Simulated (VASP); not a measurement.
# Ge (Fd-3m) in VASP: single point with PBEsol

Aim: the single point of Ge with PBEsol.

Program: VASP 6.6.1. These are calculated values, not measurements. Logs are shortened: lines on timing, memory, paths and dates and some standing lists are left out, and cuts for length are marked.

## Step 1: The cell of the first run

Symmetry: Fd-3m, No. 227, cubic system. The conventional cell has a = 6.104 Å, b = 6.104 Å, c = 6.104 Å, α = 90.00°, β = 90.00°, γ = 90.00°. Ge (site symmetry -43m) has 4 Ge at 2.64 Å within 3.5 Å.

## Step 2: Single point, PBEsol (Sn replaced by Ge, lengths x 0.918, strained)

INCAR

```
SYSTEM = Ge
ALGO = Normal
EDIFF = 1E-7
ENCUT = 520
GGA = PS
ISIF = 2
ISMEAR = 0
LASPH = .TRUE.
LCHARG = .FALSE.
LREAL = .FALSE.
LWAVE = .FALSE.
NBANDS = 21
NELM = 80
PREC = Accurate
SIGMA = 0.1
```

KPOINTS

```
k-points
0
G
  12 12 12
  0 0 0
```

POSCAR

```
Ge
1.0
    0.0000000000      3.0520820106      3.0520820106
    3.0520820106      0.0000000000      3.0520820106
    3.0520820106      3.0520820106      0.0000000000
Ge
2
Direct
    0.5000000000      0.5000000000      0.5000000000
    0.7500000000      0.7500000000      0.7500000000
```

Potentials or basis: VASP PAW PBE potentials, release 64 (Ge_d).

Launch:

```sh
> cat potpaw_PBE.64/Ge_d/POTCAR > POTCAR
> mpirun -np 1 vasp_std > vasp.out
```

OUTCAR:

```text
SYSTEM = Ge
   EDIFF = 1E-7
   ENCUT = 520
   GGA = PS
   ISIF = 2
   ISMEAR = 0
   LASPH = .TRUE.
   LREAL = .FALSE.
   NELM = 80
   PREC = Accurate

 ion  position               nearest neighbor table
   1  0.500  0.500  0.500-   2 2.64   2 2.64   2 2.64   2 2.64
   2  0.750  0.750  0.750-   1 2.64   1 2.64   1 2.64   1 2.64

  LATTYP: Found a face centered cubic cell.
 ALAT       =     6.1041640212

  Lattice vectors:

 A1 = (   0.0000000000,   3.0520820106,   3.0520820106)
 A2 = (   3.0520820106,   0.0000000000,   3.0520820106)
 A3 = (   3.0520820106,   3.0520820106,   0.0000000000)

Analysis of symmetry for initial positions (statically):
=====================================================================
 Subroutine PRICEL returns:
 Original cell was already a primitive cell.

 Routine SETGRP: Setting up the symmetry group for a
 face centered cubic supercell.

 Subroutine GETGRP returns: Found 48 space group operations
 (whereof 24 operations were pure point group operations)
 out of a pool of 48 trial point group operations.

The static configuration has the point symmetry T_d .
 The point group associated with its full space group is O_h .

Analysis of symmetry for dynamics (positions and initial velocities):
=====================================================================
 Subroutine PRICEL returns:
 Original cell was already a primitive cell.

 Routine SETGRP: Setting up the symmetry group for a
 face centered cubic supercell.

 Subroutine GETGRP returns: Found 48 space group operations
 (whereof 24 operations were pure point group operations)
 out of a pool of 48 trial point group operations.

The dynamic configuration has the point symmetry T_d .
 The point group associated with its full space group is O_h .

 Subroutine INISYM returns: Found 48 space group operations
 (whereof 24 operations are pure point group operations),
 and found     1 'primitive' translations

----------------------------------------------------------------------------------------

                                     Primitive cell

  volume of cell :      56.8615

  direct lattice vectors                    reciprocal lattice vectors
     0.000000000  3.052082011  3.052082011    -0.163822597  0.163822597  0.163822597
     3.052082011  0.000000000  3.052082011     0.163822597 -0.163822597  0.163822597
     3.052082011  3.052082011  0.000000000     0.163822597  0.163822597 -0.163822597

  length of vectors
     4.316295773  4.316295773  4.316295773     0.283749061  0.283749061  0.283749061

  position of ions in fractional coordinates (direct lattice)
     0.500000000  0.500000000  0.500000000
     0.750000000  0.750000000  0.750000000

  ion indices of the primitive-cell ions
   primitive index   ion index
                 1           1
                 2           2

----------------------------------------------------------------------------------------

 KPOINTS: k-points

Automatic generation of k-mesh.
 Grid dimensions read from file:
 generate k-points for:   12   12   12

 Generating k-lattice:

  Cartesian coordinates                     Fractional coordinates (reciprocal lattice)
    -0.013651883  0.013651883  0.013651883     0.083333333  0.000000000  0.000000000
     0.013651883 -0.013651883  0.013651883     0.000000000  0.083333333  0.000000000
     0.013651883  0.013651883 -0.013651883     0.000000000  0.000000000  0.083333333

  Length of vectors
     0.023645755  0.023645755  0.023645755

  Shift w.r.t. Gamma in fractional coordinates (k-lattice)
     0.000000000  0.000000000  0.000000000

 Subroutine IBZKPT returns following result:
 ===========================================

 Found     72 irreducible k-points:

 Following reciprocal coordinates:
            Coordinates               Weight
  0.000000  0.000000  0.000000      1.000000
  0.083333  0.000000  0.000000      8.000000
  0.166667  0.000000  0.000000      8.000000
  0.250000  0.000000  0.000000      8.000000
  0.333333  0.000000  0.000000      8.000000
  0.416667  0.000000  0.000000      8.000000
[... 16 lines left out ...]
  0.500000  0.166667  0.000000     24.000000
 -0.416667  0.166667  0.000000     24.000000
 [... further k-points ...]
   k-points           NKPTS =     72   k-points in BZ     NKDIM =     72   number of bands    NBANDS=     21
   number of dos      NEDOS =    301   number of ions     NIONS =      2
   total plane-waves  NPLWV =  32768
   dimension x,y,z NGX =    32 NGY =   32 NGZ =   32
   dimension x,y,z NGXF=    64 NGYF=   64 NGZF=   64
   ions per type =               2
   NGX,Y,Z   is equivalent  to a cutoff of  12.33, 12.33, 12.33 a.u.
   NGXF,Y,Z  is equivalent  to a cutoff of  24.65, 24.65, 24.65 a.u.
 SYSTEM =  Ge
   PREC   = accura    normal or accurate (medium, high low for compatibility)
   ISTART =      0    job   : 0-new  1-cont  2-samecut
   ICHARG =      2    charge: 1-file 2-atom 10-const
   ISPIN  =      1    spin polarized calculation?
   LNONCOLLINEAR =      F non collinear calculations
   LSORBIT =      F    spin-orbit coupling
   LASPH  =      T    aspherical Exc in radial PAW
   ENCUT  =  520.0 eV  38.22 Ry    6.18 a.u.   8.03  8.03  8.03*2*pi/ulx,y,z
   NELM   =     80;   NELMIN=  2; NELMDL= -5     # of ELM steps
   EDIFF  = 0.1E-06   stopping-criterion for ELM
   LREAL  =      F    real-space projection
   EDIFFG = 0.1E-05   stopping-criterion for IOM
   NSW    =      0    number of steps for IOM
   IBRION =     -1    ionic relax: 0-MD 1-quasi-New 2-CG
   NFREE  =      0    steps in history (QN), initial steepest desc. (CG)
   ISIF   =      2    stress and relaxation
   ISYM   =      2    0-nonsym 1-usesym 2-fastsym
   POTIM  = 0.5000    time-step for ionic-motion
   TEBEG  =    0.0;   TEEND  =   0.0 temperature during run
   PSTRESS=    0.0 pullay stress
   NELECT =      28.0000    total number of electrons
   NUPDOWN=      -1.0000    fix difference up-down
   EMIN   =  10.00;   EMAX   =-10.00  energy-range for DOS
   EFERMI =   0.00;   METHOD = LEGACY
   ISMEAR =     0;   SIGMA  =   0.10  broadening in eV -4-tet -1-fermi 0-gaus
   EFERMI_NEDOS =   21; number of points for ismear=-14 and -15
   IALGO  =     38    algorithm
   IMIX   =      4    mixing-type and parameters
     AMIX     =   0.40;   BMIX     =  1.00
     AMIX_MAG =   1.60;   BMIX_MAG =  1.00
  volume/ion in A,a.u.               =      28.43       191.86
  Fermi-wavevector in a.u.,A,eV,Ry     =   1.292770  2.442981 22.738800  1.671255
  Thomas-Fermi vector in A             =   2.424457
   LORBIT       =      0    0 simple, 1 ext, 2 COOP (PROOUT), +10 PAW based schemes
   GGA     = PS    functional components
   LHFCALC =     F    Hartree Fock is set to
   AEXX    =    0.0000 exact exchange contribution
   IVDW    =     0    specifies the selected vdW correction
   LEPSILON=     F    determine dielectric tensor
   LRPA    =     F    only Hartree local field effects (RPA)
 non-spin polarized calculation
 Gauss-broadening in eV      SIGMA  =   0.10
  energy-cutoff  :      520.00
  volume of cell :       56.86
 maximum number of plane-waves:      1550
   NGX = 17   NGY = 17   NGZ = 17

 number of electron      27.9999994 magnetization

 Free energy of the ion-electron system (eV)
  ---------------------------------------------------
  ext. energy  EPLUGINS =         0.00000000
  ---------------------------------------------------
  free energy    TOTEN  =        -9.50058691 eV

  energy without entropy =       -9.49953676  energy(sigma->0) =       -9.50006184

 E-fermi :   2.7456     XC(G=0):  -9.0966

 val. band max:        2.6464973658   @ k =   0.3333   0.0000   0.0000
 cond. band min:       2.7630859274   @ k =  -0.0833   0.0833   0.0000
 fundamental gap:      0.1165885616
 Fermi energy:         2.7456261675

 k-point     1 :       0.0000    0.0000    0.0000
  band No.  band energies     occupation
      1     -21.6732      2.00000
      2     -21.6732      2.00000
      3     -21.6732      2.00000
      4     -21.6513      2.00000
      5     -21.6513      2.00000
      6     -21.5355      2.00000
[... 13 lines left out ...]
     20      11.7714      0.00000
     21      11.7714      0.00000

 k-point     2 :       0.0833    0.0000    0.0000
  band No.  band energies     occupation
      1     -21.6753      2.00000
      2     -21.6753      2.00000
      3     -21.6725      2.00000
      4     -21.6485      2.00000
      5     -21.6485      2.00000
      6     -21.5419      2.00000
[... 13 lines left out ...]
     20      11.3232      0.00000
     21      11.3232      0.00000

 k-point     3 :       0.1667    0.0000    0.0000
  band No.  band energies     occupation
      1     -21.6793      2.00000
      2     -21.6793      2.00000
      3     -21.6706      2.00000
      4     -21.6426      2.00000
      5     -21.6426      2.00000
      6     -21.5483      2.00000
[... 13 lines left out ...]
     20      10.8559      0.00000
     21      10.8559      0.00000

 k-point     4 :       0.2500    0.0000    0.0000
  band No.  band energies     occupation
      1     -21.6829      2.00000
      2     -21.6829      2.00000
      3     -21.6679      2.00000
      4     -21.6366      2.00000
      5     -21.6366      2.00000
      6     -21.5536      2.00000
[... 13 lines left out ...]
     20      10.7984      0.00000
     21      10.7984      0.00000

 k-point     5 :       0.3333    0.0000    0.0000
  band No.  band energies     occupation
      1     -21.6853      2.00000
      2     -21.6853      2.00000
      3     -21.6651      2.00000
      4     -21.6320      2.00000
      5     -21.6320      2.00000
      6     -21.5573      2.00000
[... 13 lines left out ...]
     20      11.2530      0.00000
     21      11.2530      0.00000
[... 382 lines left out ...]
     20      11.5789      0.00000
     21      12.4029      0.00000

 k-point    22 :       0.4167    0.1667    0.0000
  band No.  band energies     occupation
      1     -21.6932      2.00000
      2     -21.6871      2.00000
      3     -21.6586      2.00000
      4     -21.6269      2.00000
      5     -21.6161      2.00000
      6     -21.5797      2.00000
[... 13 lines left out ...]
     20      11.6628      0.00000
     21      13.0053      0.00000

 k-point    23 :       0.5000    0.1667    0.0000
  band No.  band energies     occupation
      1     -21.6955      2.00000
      2     -21.6889      2.00000
      3     -21.6527      2.00000
      4     -21.6221      2.00000
      5     -21.6177      2.00000
      6     -21.5767      2.00000
[... 13 lines left out ...]
     20      12.1958      0.00000
     21      12.9676      0.00000

 k-point    24 :      -0.4167    0.1667    0.0000
  band No.  band energies     occupation
      1     -21.6958      2.00000
      2     -21.6900      2.00000
      3     -21.6498      2.00000
      4     -21.6223      2.00000
      5     -21.6189      2.00000
      6     -21.5697      2.00000
[... 13 lines left out ...]
     20      11.7642      0.00000
     21      12.1243      0.00000

 [... further k-points ...]

------------------------ aborting loop because EDIFF is reached ----------------------------------------

  FORCE on cell =-STRESS in cart. coord.  units (eV):
  Direction    XX          YY          ZZ          XY          YZ          ZX
  --------------------------------------------------------------------------------------
  -------------------------------------------------------------------------------------
  Total       -3.0938830     -3.0938830     -3.0938830     -0.0000000      0.0000000     -0.0000000
  in kB      -87.1757859    -87.1757859    -87.1757859     -0.0000000      0.0000000     -0.0000000
  external PRESSURE =     -87.1757859 kB  Pullay stress =       0.0000000 kB

 VOLUME and BASIS-vectors are now :
 -----------------------------------------------------------------------------
  energy-cutoff  :      520.00
  volume of cell :       56.86
      direct lattice vectors                 reciprocal lattice vectors
     0.000000000  3.052082011  3.052082011    -0.163822597  0.163822597  0.163822597
     3.052082011  0.000000000  3.052082011     0.163822597 -0.163822597  0.163822597
     3.052082011  3.052082011  0.000000000     0.163822597  0.163822597 -0.163822597

 POSITION                                       TOTAL-FORCE (eV/Angst)
 -----------------------------------------------------------------------------------
      3.05208      3.05208      3.05208        -0.000000     -0.000000     -0.000000
      4.57812      4.57812      4.57812         0.000000      0.000000      0.000000
 -----------------------------------------------------------------------------------
    total drift:                               -0.000000     -0.000000      0.000000

  FREE ENERGIE OF THE ION-ELECTRON SYSTEM (eV)
  ---------------------------------------------------
  free  energy   TOTEN  =        -9.5005869133 eV

  energy  without entropy=       -9.4995367569  energy(sigma->0) =       -9.50006184
```

Run time: 28 s. Hardware: 1 thread of Intel Xeon Platinum 8488C (Sapphire Rapids), shared host; peak memory 0.2 GiB.

Results:

| Quantity | Value |
| --- | --- |
| Free energy | -9.5006 eV |
| Pressure | -8.7 GPa |
| Band gap on the k mesh | zero (bands 14 and 15 overlap by 0.46 eV) |

Caveat: the cell differs from its parent crystal (Sn replaced by Ge, lengths x 0.918, strained); the cell stands under tension; semilocal functionals underestimate gaps, and a narrow one can read as zero; the PAW data sets were made with another functional, which shifts forces and pressure a little.

The gap in the log of VASP goes by the Fermi energy; the results here count the filled bands.